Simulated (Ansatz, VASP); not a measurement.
**Two plane-wave programs on V2I**

```
V I
1.0
     4.23563    0.00000    0.00000
    -2.11781    3.66816    0.00000
     0.00000    0.00000    3.37637
V I
2 1
Cartesian
  0.0000 2.4454 1.6882
  2.1178 1.2227 1.6882
  0.0000 0.0000 0.0000
```

Alike in both runs: functional r2SCAN; k mesh 12 × 12 × 14; occupations gaussian, width 0.1 eV; no spin polarisation.

Ansatz relaxed the structure, and its values are those at the end. VASP's run is a single point on that final structure, the one shown.

|  | VASP | Ansatz |
| --- | --- | --- |
| version | VASP 6.6.1 | Ansatz 0.2.0 |
| potentials or method | VASP PAW PBE potentials, release 64 (V_sv, I), cutoff 520 eV | scalar-relativistic, plane waves, PAW |
| valence electrons in the cell | 33 | 43 |

Ansatz gave:

- gap on the k mesh at the Fermi level (eV): none
- pressure (GPa): 0.0

Problem. Which values does VASP return?

Solution. gap on the k mesh at the Fermi level (eV): none; pressure (GPa): 0.3.

VASP's potentials were made for PBE, not for r2SCAN. A gap of «none» marks a metal or a gap that the smearing closes. The functional is the same, so the differences come from potentials, cutoffs and numerics. VASP's potentials hold 33 valence electrons a cell and Ansatz's 43, so a difference there can come from the potentials and not from the codes.

Neither program's run includes spin-orbit coupling.
